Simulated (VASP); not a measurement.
# Mg (Im-3m) in VASP: further runs

Mg is run at these levels: r2SCAN; tasks: electric field gradients.

All numbers are computed with VASP 6.6.1; they aren't measurements. Logs are shortened: lines on timing, memory, paths and dates and some standing lists are left out, and cuts for length are marked.

**1. The cell of the first run**

It takes space group Im-3m (No. 229, cubic). The conventional cell has a = 3.575 Å, b = 3.575 Å, c = 3.575 Å, α = 90.00°, β = 90.00°, γ = 90.00°. Within 4.1 Å of Mg (site symmetry m-3m) lie 14 Mg at 3.10 to 3.57 Å.

**2. Electric field gradients, r2SCAN (volume scaled by 1.025)**

File POSCAR:

```
Mg
1.0
   -1.7874161074      1.7874161074      1.7874161074
    1.7874161074     -1.7874161074      1.7874161074
    1.7874161074      1.7874161074     -1.7874161074
Mg
1
Direct
    0.0000000000      0.0000000000      0.0000000000
```

File INCAR.step1:

```
SYSTEM = Mg
PREC = Accurate
ENCUT = 520
ISMEAR = -1
SIGMA = 0.08
LREAL = .FALSE.
LASPH = .TRUE.
NELM = 60
NBANDS = 7
GGA = PE
ALGO = Normal
EDIFF = 1E-4
LWAVE = .TRUE.
LCHARG = .FALSE.
```

File INCAR.step2:

```
SYSTEM = Mg
PREC = Accurate
ENCUT = 520
EDIFF = 1E-8
ISMEAR = -1
SIGMA = 0.08
LREAL = .FALSE.
LASPH = .TRUE.
NELM = 60
ALGO = Normal
ISIF = 2
LWAVE = .FALSE.
LCHARG = .FALSE.
METAGGA = R2SCAN
LMIXTAU = .TRUE.
LEFG = .TRUE.
NBANDS = 7
ISTART = 1
```

File KPOINTS:

```
regular mesh
0
G
  14 14 14
  0 0 0
```

Potentials or basis: VASP PAW PBE potentials, release 64 (Mg).

The run is started by

```sh
> cat potpaw_PBE.64/Mg/POTCAR > POTCAR
> cp INCAR.step1 INCAR
> mpirun -np 1 vasp_std > vasp.out
> cp INCAR.step2 INCAR
> mpirun -np 1 vasp_std > vasp.out
```

OUTCAR:

```text
SYSTEM = Mg
   PREC = Accurate
   ENCUT = 520
   EDIFF = 1E-8
   ISMEAR = -1
   LREAL = .FALSE.
   LASPH = .TRUE.
   NELM = 60
   ISIF = 2
   METAGGA = R2SCAN
   ISTART = 1

 ion  position               nearest neighbor table
   1  0.000  0.000  0.000-

  LATTYP: Found a body centered cubic cell.
 ALAT       =     3.5748322148

  Lattice vectors:

 A1 = (  -1.7874161074,   1.7874161074,   1.7874161074)
 A2 = (   1.7874161074,  -1.7874161074,   1.7874161074)
 A3 = (   1.7874161074,   1.7874161074,  -1.7874161074)

Analysis of symmetry for initial positions (statically):
=====================================================================
 Subroutine PRICEL returns:
 Original cell was already a primitive cell.

 Routine SETGRP: Setting up the symmetry group for a
 body centered cubic supercell.

 Subroutine GETGRP returns: Found 48 space group operations
 (whereof 48 operations were pure point group operations)
 out of a pool of 48 trial point group operations.

The static configuration has the point symmetry O_h .

Analysis of symmetry for dynamics (positions and initial velocities):
=====================================================================
 Subroutine PRICEL returns:
 Original cell was already a primitive cell.

 Routine SETGRP: Setting up the symmetry group for a
 body centered cubic supercell.

 Subroutine GETGRP returns: Found 48 space group operations
 (whereof 48 operations were pure point group operations)
 out of a pool of 48 trial point group operations.

The dynamic configuration has the point symmetry O_h .

 Subroutine INISYM returns: Found 48 space group operations
 (whereof 48 operations are pure point group operations),
 and found     1 'primitive' translations

----------------------------------------------------------------------------------------

                                     Primitive cell

  volume of cell :      22.8422

  direct lattice vectors                    reciprocal lattice vectors
    -1.787416107  1.787416107  1.787416107     0.000000000  0.279733408  0.279733408
     1.787416107 -1.787416107  1.787416107     0.279733408  0.000000000  0.279733408
     1.787416107  1.787416107 -1.787416107     0.279733408  0.279733408  0.000000000

  length of vectors
     3.095895512  3.095895512  3.095895512     0.395602780  0.395602780  0.395602780

  position of ions in fractional coordinates (direct lattice)
     0.000000000  0.000000000  0.000000000

  ion indices of the primitive-cell ions
   primitive index   ion index
                 1           1

----------------------------------------------------------------------------------------

 KPOINTS: regular mesh

Automatic generation of k-mesh.
 Grid dimensions read from file:
 generate k-points for:   14   14   14

 Generating k-lattice:

  Cartesian coordinates                     Fractional coordinates (reciprocal lattice)
     0.000000000  0.019980958  0.019980958     0.071428571  0.000000000  0.000000000
     0.019980958  0.000000000  0.019980958     0.000000000  0.071428571  0.000000000
     0.019980958  0.019980958  0.000000000     0.000000000  0.000000000  0.071428571

  Length of vectors
     0.028257341  0.028257341  0.028257341

  Shift w.r.t. Gamma in fractional coordinates (k-lattice)
     0.000000000  0.000000000  0.000000000

 Subroutine IBZKPT returns following result:
 ===========================================

 Found    104 irreducible k-points:

 Following reciprocal coordinates:
            Coordinates               Weight
  0.000000  0.000000  0.000000      1.000000
  0.071429  0.000000  0.000000     12.000000
  0.142857  0.000000  0.000000     12.000000
  0.214286  0.000000  0.000000     12.000000
  0.285714  0.000000  0.000000     12.000000
  0.357143  0.000000  0.000000     12.000000
[... 16 lines left out ...]
  0.285714  0.285714  0.000000     24.000000
  0.357143  0.285714 -0.000000     24.000000
 [... further k-points ...]
   k-points           NKPTS =    104   k-points in BZ     NKDIM =    104   number of bands    NBANDS=      7
   number of dos      NEDOS =    301   number of ions     NIONS =      1
   total plane-waves  NPLWV =  13824
   dimension x,y,z NGX =    24 NGY =   24 NGZ =   24
   dimension x,y,z NGXF=    48 NGYF=   48 NGZF=   48
   ions per type =               1
   NGX,Y,Z   is equivalent  to a cutoff of  12.89, 12.89, 12.89 a.u.
   NGXF,Y,Z  is equivalent  to a cutoff of  25.78, 25.78, 25.78 a.u.
 SYSTEM =  Mg
   PREC   = accura    normal or accurate (medium, high low for compatibility)
   ISTART =      1    job   : 0-new  1-cont  2-samecut
   ICHARG =      0    charge: 1-file 2-atom 10-const
   ISPIN  =      1    spin polarized calculation?
   LNONCOLLINEAR =      F non collinear calculations
   LSORBIT =      F    spin-orbit coupling
   LASPH  =      T    aspherical Exc in radial PAW
   ENCUT  =  520.0 eV  38.22 Ry    6.18 a.u.   5.76  5.76  5.76*2*pi/ulx,y,z
   NELM   =     60;   NELMIN=  2; NELMDL=  0     # of ELM steps
   EDIFF  = 0.1E-07   stopping-criterion for ELM
   LREAL  =      F    real-space projection
   EDIFFG = 0.1E-06   stopping-criterion for IOM
   NSW    =      0    number of steps for IOM
   IBRION =     -1    ionic relax: 0-MD 1-quasi-New 2-CG
   NFREE  =      0    steps in history (QN), initial steepest desc. (CG)
   ISIF   =      2    stress and relaxation
   ISYM   =      2    0-nonsym 1-usesym 2-fastsym
   POTIM  = 0.5000    time-step for ionic-motion
   TEBEG  =    0.0;   TEEND  =   0.0 temperature during run
   PSTRESS=    0.0 pullay stress
   NELECT =       2.0000    total number of electrons
   NUPDOWN=      -1.0000    fix difference up-down
   EMIN   =  10.00;   EMAX   =-10.00  energy-range for DOS
   EFERMI =   0.00;   METHOD = LEGACY
   ISMEAR =    -1;   SIGMA  =   0.08  broadening in eV -4-tet -1-fermi 0-gaus
   EFERMI_NEDOS =   21; number of points for ismear=-14 and -15
   IALGO  =     38    algorithm
   IMIX   =      4    mixing-type and parameters
     AMIX     =   0.40;   BMIX     =  1.00
     AMIX_MAG =   1.60;   BMIX_MAG =  1.00
  volume/ion in A,a.u.               =      22.84       154.15
  Fermi-wavevector in a.u.,A,eV,Ry     =   0.726952  1.373740  7.190127  0.528459
  Thomas-Fermi vector in A             =   1.818054
   LORBIT       =      0    0 simple, 1 ext, 2 COOP (PROOUT), +10 PAW based schemes
   METAGGA = R2SCAN    functional components
   LHFCALC =     F    Hartree Fock is set to
   AEXX    =    0.0000 exact exchange contribution
   IVDW    =     0    specifies the selected vdW correction
   LEPSILON=     F    determine dielectric tensor
   LRPA    =     F    only Hartree local field effects (RPA)
 non-spin polarized calculation
  energy-cutoff  :      520.00
  volume of cell :       22.84
 maximum number of plane-waves:       630
   NGX = 11   NGY = 11   NGZ = 11

 number of electron       2.0000000 magnetization

 Free energy of the ion-electron system (eV)
  ---------------------------------------------------
  ext. energy  EPLUGINS =         0.00000000
  ---------------------------------------------------
  free energy    TOTEN  =        -4.12433474 eV

  energy without entropy =       -4.11639337  energy(sigma->0) =       -4.12036405

 E-fermi :   2.7588     XC(G=0):  -9.0557

 val. band max:        2.7547499505   @ k =   0.3571   0.1429   0.1429
 cond. band min:       2.7764190448   @ k =  -0.4286   0.4286   0.3571
 fundamental gap:      0.0216690943
 Fermi energy:         2.7588422282

 k-point     1 :       0.0000    0.0000    0.0000
  band No.  band energies     occupation
      1      -4.7326      2.00000
      2      16.6295      0.00000
      3      16.6295      0.00000
      4      16.6296      0.00000
      5      18.7920      0.00000
      6      18.7920      0.00000
      7      19.1540      0.00000

 k-point     2 :       0.0714    0.0000    0.0000
  band No.  band energies     occupation
      1      -4.6043      2.00000
      2      15.1718      0.00000
      3      15.9816      0.00000
      4      16.0800      0.00000
      5      17.6588      0.00000
      6      17.8860      0.00000
      7      19.3177      0.00000
[... 201 lines left out ...]
 k-point    23 :       0.2857    0.2857    0.0000
  band No.  band energies     occupation
      1       1.2076      2.00000
      2       4.2015      0.00000
      3       5.3598      0.00000
      4      11.6226      0.00000
      5      17.6120      0.00000
      6      18.5948      0.00000
      7      21.1433      0.00000

 k-point    24 :       0.3571    0.2857   -0.0000
  band No.  band energies     occupation
      1       2.4219      1.97081
      2       3.0697      0.04026
      3       4.9396      0.00000
      4      11.5103      0.00000
      5      17.8333      0.00000
      6      19.1421      0.00000
      7      20.2326      0.00000

 [... further k-points ...]

------------------------ aborting loop because EDIFF is reached ----------------------------------------

  FORCE on cell =-STRESS in cart. coord.  units (eV):
  Direction    XX          YY          ZZ          XY          YZ          ZX
  --------------------------------------------------------------------------------------
  -------------------------------------------------------------------------------------
  Total       -0.1086029     -0.1086029     -0.1086029      0.0000000     -0.0000000      0.0000000
  in kB       -7.6175480     -7.6175480     -7.6175480      0.0000000     -0.0000000      0.0000000
  external PRESSURE =      -7.6175480 kB  Pullay stress =       0.0000000 kB

 VOLUME and BASIS-vectors are now :
 -----------------------------------------------------------------------------
  energy-cutoff  :      520.00
  volume of cell :       22.84
      direct lattice vectors                 reciprocal lattice vectors
    -1.787416107  1.787416107  1.787416107     0.000000000  0.279733408  0.279733408
     1.787416107 -1.787416107  1.787416107     0.279733408  0.000000000  0.279733408
     1.787416107  1.787416107 -1.787416107     0.279733408  0.279733408  0.000000000

 POSITION                                       TOTAL-FORCE (eV/Angst)
 -----------------------------------------------------------------------------------
      0.00000      0.00000      0.00000        -0.000000     -0.000000     -0.000000
 -----------------------------------------------------------------------------------
    total drift:                               -0.000000     -0.000000     -0.000000

  FREE ENERGIE OF THE ION-ELECTRON SYSTEM (eV)
  ---------------------------------------------------
  free  energy   TOTEN  =        -4.1243347390 eV

  energy  without entropy=       -4.1163933668  energy(sigma->0) =       -4.12036405

 Electric field gradients (V/A^2)
---------------------------------------------------------------------
 ion       V_xx      V_yy      V_zz      V_xy      V_xz      V_yz
---------------------------------------------------------------------
   1       0.000     0.000     0.000    -0.000    -0.000    -0.000
---------------------------------------------------------------------

 Electric field gradients after diagonalization (V/A^2)
 (convention: |V_zz| > |V_xx| > |V_yy|)
----------------------------------------------------------------------
 ion       V_xx      V_yy      V_zz     asymmetry (V_yy - V_xx)/ V_zz
----------------------------------------------------------------------
   1       0.000     0.000    -0.000       0.000
----------------------------------------------------------------------

           NMR quadrupolar parameters

 Cq : quadrupolar parameter    Cq=e*Q*V_zz/h
 eta: asymmetry parameters     (V_yy - V_xx)/ V_zz
 Q  : nuclear electric quadrupole moment in mb (millibarn)
----------------------------------------------------------------------
 ion       Cq(MHz)       eta       Q (mb)
----------------------------------------------------------------------
   1      -0.000       0.000       1.000
----------------------------------------------------------------------
```

It took 2.1 min on 1 thread of AMD EPYC 7R43 (Zen 3), shared host; peak memory 0.11 GiB.

What came out:

```yaml
Free_energy: -4.1243 eV
Pressure: -0.8 GPa
Band_gap_on_the_k_mesh: zero (band 1 reaches 6.84 eV, above the bottom of band 2 at 1.83 eV)
```

Caveat: without QUAD_EFG the Cq values of the log hold for a quadrupole moment of 1 mb, not for the nuclei; the PAW data sets were made with another functional, which shifts forces and pressure a little.

(Part 1 of 2 ends here.)
